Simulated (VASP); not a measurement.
Input of a VASP 6.6.1 run:

POSCAR

```
Nb3Sn
1.0
    5.2901781400      0.0000000000      0.0000000000
    0.0000000000      5.2901781400      0.0000000000
    0.0000000000      0.0000000000      5.2901781400
Sn Nb
2 6
Direct
    0.0000000000      0.0000000000      0.0000000000
    0.5000000000      0.5000000000      0.5000000000
    0.2500000000      0.0000000000      0.5000000000
    0.5000000000      0.7500000000      0.0000000000
    0.7500000000      0.0000000000      0.5000000000
    0.5000000000      0.2500000000      0.0000000000
    0.0000000000      0.5000000000      0.7500000000
    0.0000000000      0.5000000000      0.2500000000
```

The input INCAR.step1:

```
PREC = Accurate
ENCUT = 600
ISMEAR = -1
SIGMA = 0.05
LREAL = F
LASPH = T
NELM = 100
GGA = PE
ALGO = Normal
EDIFF = 1E-4
LWAVE = T
LCHARG = F
```

File INCAR.step2:

```
PREC = Accurate
ENCUT = 600
EDIFF = 1E-7
ISMEAR = -1
SIGMA = 0.05
LREAL = F
LASPH = T
NELM = 100
ALGO = Normal
ISIF = 3
LWAVE = F
LCHARG = F
METAGGA = R2SCAN
LMIXTAU = T
IBRION = 2
NSW = 100
EDIFFG = -0.03
ISTART = 1
```

KPOINTS

```
Automatic mesh
0
Gamma
  5 5 5
```

Potentials or basis: VASP PAW PBE potentials, release 64 (Sn_d, Nb_sv).

The run is started by

```sh
$ cat potpaw_PBE.64/Sn_d/POTCAR potpaw_PBE.64/Nb_sv/POTCAR > POTCAR
$ cp INCAR.step1 INCAR
$ mpirun -np 1 vasp_std > vasp.out
$ cp INCAR.step2 INCAR
$ mpirun -np 1 vasp_std > vasp.out
```

**Question.** What does it give for the relaxed volume?

**Answer.** 18.65 Å³/atom.

**Question.** What does it give for the band gap on the k mesh?

**Answer.** Zero (band 53 reaches 11.27 eV, above the bottom of band 54 at 11.14 eV).

Final structure:
```xyz
8
Lattice="5.3041 0.0000 0.0000 0.0000 5.3041 0.0000 0.0000 0.0000 5.3041" Properties=species:S:1:pos:R:3 pbc="T T T"
Sn    0.0000    0.0000    0.0000
Sn    2.6521    2.6521    2.6521
Nb    1.3260    0.0000    2.6521
Nb    2.6521    3.9781    0.0000
Nb    3.9781    0.0000    2.6521
Nb    2.6521    1.3260    0.0000
Nb    0.0000    2.6521    3.9781
Nb    0.0000    2.6521    1.3260
```

Caveat: the PAW data sets were made with another functional, which shifts forces and pressure a little; spin-orbit coupling is left out, which moves the levels of the heavy elements. Zero-point motion and thermal expansion aren't in these numbers.
